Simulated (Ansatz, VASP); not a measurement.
## C: VASP beside Ansatz

File INCAR:

```
SYSTEM = C
PREC = Accurate
ENCUT = 520
EDIFF = 1E-7
ISMEAR = 0
SIGMA = 0.15
LREAL = .False.
LASPH = .True.
NELM = 60
ALGO = Normal
ISIF = 2
LWAVE = .False.
LCHARG = .True.
GGA = PS
IVDW = 12
LELF = .True.
LVHAR = .True.
NBANDS = 11
```

File KPOINTS:

```
regular mesh
0
Gamma
  21 21 12
  0 0 0
```

POSCAR

```
C
1.0
    2.5190997031      0.0000000000      0.0000000000
   -1.2595498516      2.1816043375      0.0000000000
    0.0000000000      0.0000000000      3.6177192973
C
2
Direct
    0.3192382018      0.6384764037      0.0000000000
    0.6807617982      0.3615235963      0.0000000000
```

Input for Ansatz:

```yaml
crystal:
  lattice:
    - [2.5190997031, 0.0, 0.0]
    - [-1.2595498516, 2.1816043375, 0.0]
    - [0.0, 0.0, 3.6177192973]
  atoms:
    - { symbol: C, position: [0.3192382018, 0.6384764037, 0.0] }
    - { symbol: C, position: [0.6807617982, 0.3615235963, 0.0] }
basis:
  ecutwfc: 520.0
kpoints:
  mp_grid: { grid: [21, 21, 12] }
hamiltonian:
  xc: pbesol
  pseudopotentials: { kind: paw, azcp: { folder: soft_1 } }
  dispersion: d3bj
scf:
  occupations: { method: gaussian, width: 0.15 }
output:
  forces: true
  stress: true
  eigenvalues: true
```

Change from the starting cell: mode 6 frozen in at -0.060 Å, equal normal strain along x, y and z +0.0250.

Alike in both runs: task single point; functional PBEsol; dispersion D3(BJ); k mesh 21 × 21 × 12; occupations gaussian, width 0.15 eV; no spin polarisation.

|  | VASP | Ansatz |
| --- | --- | --- |
| version | VASP 6.6.1 | Ansatz 0.2.0 |
| potentials or method | VASP PAW PBE potentials, release 64 (C), cutoff 520 eV | scalar-relativistic, plane waves, PAW |
| valence electrons in the cell | 8 | 8 |

|  | VASP | Ansatz | Ansatz less VASP |
| --- | --- | --- | --- |
| gap on the k mesh at the Fermi level (eV) | none | none | - |
| pressure (GPa) | -12.7 | -13.3 | -0.52 |
| traceless stress, the component that is largest in VASP (GPa) | 12.11 | 12.69 | +0.586 |
| rms of the force components (eV/Å) | 2.779 | 2.765 | -0.0137 |

VASP's potentials were made for PBE, not for PBEsol, and Ansatz warns of the same on its side. Atom by atom the forces differ by 0.014 eV/Å (rms over components). A gap of «none» marks a metal or a gap that the smearing closes.
